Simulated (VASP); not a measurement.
# TiO2 (P4_2/mnm) in VASP: single point with r2SCAN

Aim: the single point of TiO2 with r2SCAN.

All numbers are computed with VASP 6.6.1; they aren't measurements. Logs are shortened: lines on timing, memory, paths and dates and some standing lists are left out, and cuts for length are marked.

### 1 The cell of the first run

The structure is tetragonal, space group P4_2/mnm (No. 136). The conventional cell has a = 4.597 Å, b = 4.597 Å, c = 2.954 Å, α = 90.00°, β = 90.00°, γ = 90.00°. Within 2.6 Å of Ti (site symmetry mmm) lie 6 O at 1.95 to 1.98 Å. O (site symmetry m2m) has 3 Ti at 1.95 to 1.98 Å and 1 O at 2.54 Å within 2.6 Å.

### 2 Single point, r2SCAN

Input file POSCAR:

```
TiO2
1.0
    4.5967887752      0.0000000000      0.0000000000
    0.0000000000      4.5967887752      0.0000000000
    0.0000000000      0.0000000000      2.9536533060
Ti O
2 4
Direct
    0.0000000000      0.0000000000      0.0000000000
    0.5000000000      0.5000000000      0.5000000000
    0.3046090681      0.3046090681      0.0000000000
   -0.3046090681     -0.3046090681      0.0000000000
    0.8046090681      0.1953909319      0.5000000000
    0.1953909319      0.8046090681      0.5000000000
```

Input file INCAR.step1:

```
SYSTEM = TiO2
ALGO = Normal
EDIFF = 1E-4
ENCUT = 520
GGA = PE
ISMEAR = 0
LASPH = .True.
LCHARG = .False.
LREAL = .False.
LWAVE = .True.
NBANDS = 33
NELM = 80
PREC = Accurate
SIGMA = 0.02
```

Input file INCAR.step2:

```
SYSTEM = TiO2
ALGO = Normal
EDIFF = 1E-6
ENCUT = 520
ISIF = 2
ISMEAR = 0
ISTART = 1
LASPH = .True.
LCHARG = .False.
LMIXTAU = .True.
LREAL = .False.
LWAVE = .False.
METAGGA = R2SCAN
NBANDS = 33
NELM = 80
PREC = Accurate
SIGMA = 0.02
```

Input file KPOINTS:

```
k-points
0
Gamma
  6 6 8
  0 0 0
```

Potentials or basis: VASP PAW PBE potentials, release 64 (Ti_sv, O).

Run with:

```bash
> cat potpaw_PBE.64/Ti_sv/POTCAR potpaw_PBE.64/O/POTCAR > POTCAR
> cp INCAR.step1 INCAR
> mpirun -np 1 vasp_std > vasp.out
> cp INCAR.step2 INCAR
> mpirun -np 1 vasp_std > vasp.out
```

OUTCAR:

```text
SYSTEM = TiO2
   EDIFF = 1E-6
   ENCUT = 520
   ISIF = 2
   ISMEAR = 0
   ISTART = 1
   LASPH = .True.
   LREAL = .False.
   METAGGA = R2SCAN
   NELM = 80
   PREC = Accurate

 ion  position               nearest neighbor table
   1  0.000  0.000  0.000-   5 1.95   6 1.95   5 1.95   6 1.95   3 1.98   4 1.98
   2  0.500  0.500  0.500-   3 1.95   4 1.95   3 1.95   4 1.95   5 1.98   6 1.98
   3  0.305  0.305  0.000-   2 1.95   2 1.95   1 1.98
   4  0.695  0.695  0.000-   2 1.95   2 1.95   1 1.98
   5  0.805  0.195  0.500-   1 1.95   1 1.95   2 1.98
   6  0.195  0.805  0.500-   1 1.95   1 1.95   2 1.98

  LATTYP: Found a simple tetragonal cell.
 ALAT       =     4.5967887752
 C/A-ratio  =     0.6425471020

  Lattice vectors:

 A1 = (   4.5967887752,   0.0000000000,   0.0000000000)
 A2 = (   0.0000000000,   4.5967887752,   0.0000000000)
 A3 = (   0.0000000000,   0.0000000000,   2.9536533060)

Analysis of symmetry for initial positions (statically):
=====================================================================
 Subroutine PRICEL returns:
 Original cell was already a primitive cell.

 Routine SETGRP: Setting up the symmetry group for a
 simple tetragonal supercell.

 Subroutine GETGRP returns: Found 16 space group operations
 (whereof  8 operations were pure point group operations)
 out of a pool of 16 trial point group operations.

The static configuration has the point symmetry D_2h.
 The point group associated with its full space group is D_4h.

Analysis of symmetry for dynamics (positions and initial velocities):
=====================================================================
 Subroutine PRICEL returns:
 Original cell was already a primitive cell.

 Routine SETGRP: Setting up the symmetry group for a
 simple tetragonal supercell.

 Subroutine GETGRP returns: Found 16 space group operations
 (whereof  8 operations were pure point group operations)
 out of a pool of 16 trial point group operations.

The dynamic configuration has the point symmetry D_2h.
 The point group associated with its full space group is D_4h.

 Subroutine INISYM returns: Found 16 space group operations
 (whereof  8 operations are pure point group operations),
 and found     1 'primitive' translations

----------------------------------------------------------------------------------------

                                     Primitive cell

  volume of cell :      62.4121

  direct lattice vectors                    reciprocal lattice vectors
     4.596788775  0.000000000  0.000000000     0.217543170  0.000000000  0.000000000
     0.000000000  4.596788775  0.000000000     0.000000000  0.217543170  0.000000000
     0.000000000  0.000000000  2.953653306     0.000000000  0.000000000  0.338563770

  length of vectors
     4.596788775  4.596788775  2.953653306     0.217543170  0.217543170  0.338563770

  position of ions in fractional coordinates (direct lattice)
     0.000000000  0.000000000  0.000000000
     0.500000000  0.500000000  0.500000000
     0.304609068  0.304609068  0.000000000
     0.695390932  0.695390932  0.000000000
     0.804609068  0.195390932  0.500000000
     0.195390932  0.804609068  0.500000000

  ion indices of the primitive-cell ions
   primitive index   ion index
                 1           1
                 2           2
                 3           3
                 4           4
                 5           5
                 6           6

----------------------------------------------------------------------------------------

 KPOINTS: k-points

Automatic generation of k-mesh.
 Grid dimensions read from file:
 generate k-points for:    6    6    8

 Generating k-lattice:

  Cartesian coordinates                     Fractional coordinates (reciprocal lattice)
     0.036257195  0.000000000  0.000000000     0.166666667  0.000000000  0.000000000
     0.000000000  0.036257195  0.000000000     0.000000000  0.166666667  0.000000000
     0.000000000  0.000000000  0.042320471     0.000000000  0.000000000  0.125000000

  Length of vectors
     0.036257195  0.036257195  0.042320471

  Shift w.r.t. Gamma in fractional coordinates (k-lattice)
     0.000000000  0.000000000  0.000000000

 Subroutine IBZKPT returns following result:
 ===========================================

 Found     50 irreducible k-points:

 Following reciprocal coordinates:
            Coordinates               Weight
  0.000000  0.000000  0.000000      1.000000
  0.166667  0.000000  0.000000      4.000000
  0.333333  0.000000  0.000000      4.000000
  0.500000  0.000000  0.000000      2.000000
  0.166667  0.166667  0.000000      4.000000
  0.333333  0.166667  0.000000      8.000000
[... 16 lines left out ...]
  0.333333  0.000000  0.250000      8.000000
  0.500000  0.000000  0.250000      4.000000
 [... further k-points ...]
   k-points           NKPTS =     50   k-points in BZ     NKDIM =     50   number of bands    NBANDS=     33
   number of dos      NEDOS =    301   number of ions     NIONS =      6
   total plane-waves  NPLWV =  31104
   dimension x,y,z NGX =    36 NGY =   36 NGZ =   24
   dimension x,y,z NGXF=    72 NGYF=   72 NGZF=   48
   ions per type =               2   4
   NGX,Y,Z   is equivalent  to a cutoff of  13.02, 13.02, 13.51 a.u.
   NGXF,Y,Z  is equivalent  to a cutoff of  26.04, 26.04, 27.02 a.u.
 SYSTEM =  TiO2
   PREC   = accura    normal or accurate (medium, high low for compatibility)
   ISTART =      1    job   : 0-new  1-cont  2-samecut
   ICHARG =      0    charge: 1-file 2-atom 10-const
   ISPIN  =      1    spin polarized calculation?
   LNONCOLLINEAR =      F non collinear calculations
   LSORBIT =      F    spin-orbit coupling
   LASPH  =      T    aspherical Exc in radial PAW
   ENCUT  =  520.0 eV  38.22 Ry    6.18 a.u.   8.55  8.55  5.49*2*pi/ulx,y,z
   NELM   =     80;   NELMIN=  2; NELMDL=  0     # of ELM steps
   EDIFF  = 0.1E-05   stopping-criterion for ELM
   LREAL  =      F    real-space projection
   EDIFFG = 0.1E-04   stopping-criterion for IOM
   NSW    =      0    number of steps for IOM
   IBRION =     -1    ionic relax: 0-MD 1-quasi-New 2-CG
   NFREE  =      0    steps in history (QN), initial steepest desc. (CG)
   ISIF   =      2    stress and relaxation
   ISYM   =      2    0-nonsym 1-usesym 2-fastsym
   POTIM  = 0.5000    time-step for ionic-motion
   TEBEG  =    0.0;   TEEND  =   0.0 temperature during run
   PSTRESS=    0.0 pullay stress
   NELECT =      48.0000    total number of electrons
   NUPDOWN=      -1.0000    fix difference up-down
   EMIN   =  10.00;   EMAX   =-10.00  energy-range for DOS
   EFERMI =   0.00;   METHOD = LEGACY
   ISMEAR =     0;   SIGMA  =   0.02  broadening in eV -4-tet -1-fermi 0-gaus
   EFERMI_NEDOS =   21; number of points for ismear=-14 and -15
   IALGO  =     38    algorithm
   IMIX   =      4    mixing-type and parameters
     AMIX     =   0.40;   BMIX     =  1.00
     AMIX_MAG =   1.60;   BMIX_MAG =  1.00
  volume/ion in A,a.u.               =      10.40        70.20
  Fermi-wavevector in a.u.,A,eV,Ry     =   1.499912  2.834422 30.609506  2.249735
  Thomas-Fermi vector in A             =   2.611480
   LORBIT       =      0    0 simple, 1 ext, 2 COOP (PROOUT), +10 PAW based schemes
   METAGGA = R2SCAN    functional components
   LHFCALC =     F    Hartree Fock is set to
   AEXX    =    0.0000 exact exchange contribution
   IVDW    =     0    specifies the selected vdW correction
   LEPSILON=     F    determine dielectric tensor
   LRPA    =     F    only Hartree local field effects (RPA)
 non-spin polarized calculation
 Gauss-broadening in eV      SIGMA  =   0.02
  energy-cutoff  :      520.00
  volume of cell :       62.41
 maximum number of plane-waves:      1698
 NGX is ok and might be reduce to    36
   NGX = 17   NGY = 17   NGZ = 11

 number of electron      48.0000021 magnetization

 Free energy of the ion-electron system (eV)
  ---------------------------------------------------
  ext. energy  EPLUGINS =         0.00000000
  ---------------------------------------------------
  free energy    TOTEN  =       -69.79420895 eV

  energy without entropy =      -69.79420895  energy(sigma->0) =      -69.79420895

 E-fermi :   4.7023     XC(G=0): -12.1569

 val. band max:        4.5439399243   @ k =   0.0000   0.0000   0.0000
 cond. band min:       6.7722686339   @ k =   0.0000   0.0000   0.0000
 fundamental gap:      2.2283287096
 Fermi energy:         4.7023404556

 k-point     1 :       0.0000    0.0000    0.0000
  band No.  band energies     occupation
      1     -54.5989      2.00000
      2     -54.5810      2.00000
      3     -29.8657      2.00000
      4     -29.8657      2.00000
      5     -29.6873      2.00000
      6     -29.6873      2.00000
[... 25 lines left out ...]
     32      11.5293      0.00000
     33      11.5293      0.00000

 k-point     2 :       0.1667    0.0000    0.0000
  band No.  band energies     occupation
      1     -54.5977      2.00000
      2     -54.5822      2.00000
      3     -29.8561      2.00000
      4     -29.8553      2.00000
      5     -29.6988      2.00000
      6     -29.6979      2.00000
[... 25 lines left out ...]
     32      11.4308      0.00000
     33      11.4514      0.00000

 k-point     3 :       0.3333    0.0000    0.0000
  band No.  band energies     occupation
      1     -54.5944      2.00000
      2     -54.5855      2.00000
      3     -29.8309      2.00000
      4     -29.8287      2.00000
      5     -29.7276      2.00000
      6     -29.7253      2.00000
[... 25 lines left out ...]
     32      11.2328      0.00000
     33      11.2726      0.00000

 k-point     4 :       0.5000    0.0000    0.0000
  band No.  band energies     occupation
      1     -54.5899      2.00000
      2     -54.5899      2.00000
      3     -29.8088      2.00000
      4     -29.8088      2.00000
      5     -29.7485      2.00000
      6     -29.7485      2.00000
[... 25 lines left out ...]
     32      10.9991      0.00000
     33      11.1510      0.00000

 k-point     5 :       0.1667    0.1667    0.0000
  band No.  band energies     occupation
      1     -54.5966      2.00000
      2     -54.5832      2.00000
      3     -29.8687      2.00000
      4     -29.8274      2.00000
      5     -29.7283      2.00000
      6     -29.6854      2.00000
[... 604 lines left out ...]
 k-point    22 :       0.1667    0.0000    0.2500
  band No.  band energies     occupation
      1     -54.5748      2.00000
      2     -54.5638      2.00000
      3     -29.8860      2.00000
      4     -29.8654      2.00000
      5     -29.7903      2.00000
      6     -29.7870      2.00000
[... 25 lines left out ...]
     32      10.6274      0.00000
     33      10.9488      0.00000

 k-point    23 :       0.3333    0.0000    0.2500
  band No.  band energies     occupation
      1     -54.5725      2.00000
      2     -54.5661      2.00000
      3     -29.8912      2.00000
      4     -29.8780      2.00000
      5     -29.7688      2.00000
      6     -29.7614      2.00000
[... 25 lines left out ...]
     32      10.1762      0.00000
     33      11.1168      0.00000

 k-point    24 :       0.5000    0.0000    0.2500
  band No.  band energies     occupation
      1     -54.5693      2.00000
      2     -54.5693      2.00000
      3     -29.8884      2.00000
      4     -29.8884      2.00000
      5     -29.7484      2.00000
      6     -29.7484      2.00000
[... 25 lines left out ...]
     32      10.0033      0.00000
     33      11.5561      0.00000

 [... further k-points ...]
[... 5 lines left out ...]
  --------------------------------------------------------------------------------------
  -------------------------------------------------------------------------------------
  Total        0.4043927      0.4043927      0.6790498      0.0000000      0.0000000      0.0000000
  in kB       10.3811461     10.3811461     17.4318534      0.0000000      0.0000000      0.0000000
  external PRESSURE =      12.7313819 kB  Pullay stress =       0.0000000 kB

 VOLUME and BASIS-vectors are now :
 -----------------------------------------------------------------------------
  energy-cutoff  :      520.00
  volume of cell :       62.41
      direct lattice vectors                 reciprocal lattice vectors
     4.596788775  0.000000000  0.000000000     0.217543170  0.000000000  0.000000000
     0.000000000  4.596788775  0.000000000     0.000000000  0.217543170  0.000000000
     0.000000000  0.000000000  2.953653306     0.000000000  0.000000000  0.338563770

 POSITION                                       TOTAL-FORCE (eV/Angst)
 -----------------------------------------------------------------------------------
      0.00000      0.00000      0.00000        -0.000000      0.000000      0.000000
      2.29839      2.29839      1.47683        -0.000000      0.000000      0.000000
      1.40022      1.40022      0.00000        -0.023412     -0.023412      0.000000
      3.19657      3.19657      0.00000         0.023412      0.023412     -0.000000
      3.69862      0.89817      1.47683        -0.023412      0.023412     -0.000000
      0.89817      3.69862      1.47683         0.023412     -0.023412      0.000000
 -----------------------------------------------------------------------------------
    total drift:                                0.000000      0.000000      0.000000

  FREE ENERGIE OF THE ION-ELECTRON SYSTEM (eV)
  ---------------------------------------------------
  free  energy   TOTEN  =       -69.7942089517 eV

  energy  without entropy=      -69.7942089517  energy(sigma->0) =      -69.79420895
```

Wall time 2.4 min (1 thread of Intel Xeon 6975P-C (Granite Rapids), shared host); peak memory 0.23 GiB.

What came out:

- Free energy: -69.7942 eV
- Pressure: 1.3 GPa
- Largest force: 0.033 eV/Å
- Band gap on the k mesh: 2.23 eV

Forces on the atoms (eV/Å):
```
Ti   0.000  0.000  0.000
Ti   0.000  0.000  0.000
O   -0.023 -0.023  0.000
O    0.023  0.023  0.000
O   -0.023  0.023  0.000
O    0.023 -0.023  0.000
```

Levels at points of the mesh, in eV from the valence-band top:
```csv
k point,band 21,band 22,band 23,band 24,band 25,band 26,band 27,band 28
"(0.00, 0.00, 0.00)",-0.76,-0.49,-0.49,0.00,2.23,2.55,2.79,2.88
"(0.50, 0.00, 0.00)",-1.70,-1.70,-0.77,-0.77,2.92,2.92,3.41,3.41
"(0.50, 0.50, 0.00)",-1.38,-1.38,-1.13,-1.13,2.27,2.27,2.90,2.90
"(0.00, 0.00, 0.50)",-2.40,-2.40,-1.48,-1.48,3.33,3.33,3.59,3.59
"(0.50, 0.00, 0.50)",-2.08,-2.08,-1.09,-1.09,2.29,2.29,3.62,3.62
"(0.50, 0.50, 0.50)",-1.32,-1.32,-0.72,-0.72,2.97,2.97,3.60,3.60
```

Caveat: the PAW data sets were made with another functional, which shifts forces and pressure a little.
